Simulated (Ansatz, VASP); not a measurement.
# Zr: VASP beside Ansatz

```
Zr
1.0
     5.60209    0.00000    0.00000
     0.00000    5.60209    0.00000
     0.00000    0.00000    5.60209
Zr
8
Direct
  0.50000 0.50000 0.50000
  0.00000 0.00000 0.00000
  0.25000 0.00000 0.50000
  0.50000 0.25000 0.00000
  0.50000 0.75000 0.00000
  0.75000 0.00000 0.50000
  0.00000 0.50000 0.75000
  0.00000 0.50000 0.25000
```

Alike in both runs: functional PBEsol; k mesh 4 × 4 × 4; occupations gaussian, width 0.1 eV; no spin polarisation.

Ansatz relaxed the structure, and its values are those at the end. VASP's run is a single point on that final structure, the one shown.

|  | VASP | Ansatz |
| --- | --- | --- |
| version | VASP 6.6.1 | Ansatz 0.2.0 |
| potentials or method | VASP PAW PBE potentials, release 64 (Zr_sv), cutoff 520 eV | scalar-relativistic, plane waves, PAW |
| valence electrons in the cell | 96 | 96 |

```csv
,VASP,Ansatz,Ansatz less VASP
gap on the k mesh at the Fermi level (eV),none,none,-
pressure (GPa),0.0,-0.1,-0.09
```

VASP's potentials were made for PBE, not for PBEsol. A gap of «none» marks a metal or a gap that the smearing closes. The functional is the same, so the differences come from potentials, cutoffs and numerics.
